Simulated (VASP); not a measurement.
Input of a VASP 6.6.1 run:

INCAR

```
ALGO = Normal
EDIFF = 1E-6
ENCUT = 630
GGA = CA
GGA_COMPAT = F
ISIF = 2
ISMEAR = -1
LASPH = T
LCHARG = T
LELF = T
LREAL = F
LVHAR = T
LWAVE = F
NBANDS = 16
NELM = 120
PREC = Accurate
SIGMA = 0.08
```

Contents of KPOINTS:

```
k-points
0
Gamma
  16 16 15
```

Contents of POSCAR:

```
Cd
1.0
    2.6722047486      0.0000000000      0.0000000000
   -1.3361023743      2.3141971964      0.0000000000
    0.0000000000      0.0000000000      2.6750354874
Cd
1
Direct
    0.0000000000      0.0000000000      0.0000000000
```

Potentials or basis: VASP PAW LDA potentials, release 64 (Cd_sv_GW).

Run with:

```sh
$ cat potpaw_LDA.64/Cd_sv_GW/POTCAR > POTCAR
$ mpirun -np 1 vasp_std > vasp.out
```

Task: Estimate the pressure.

Result: 35.3 GPa.

Task: Estimate the band gap on the k mesh.

Result: Zero (bands 10 and 11 overlap by 6.34 eV).

Caveat: the cell stands under pressure.
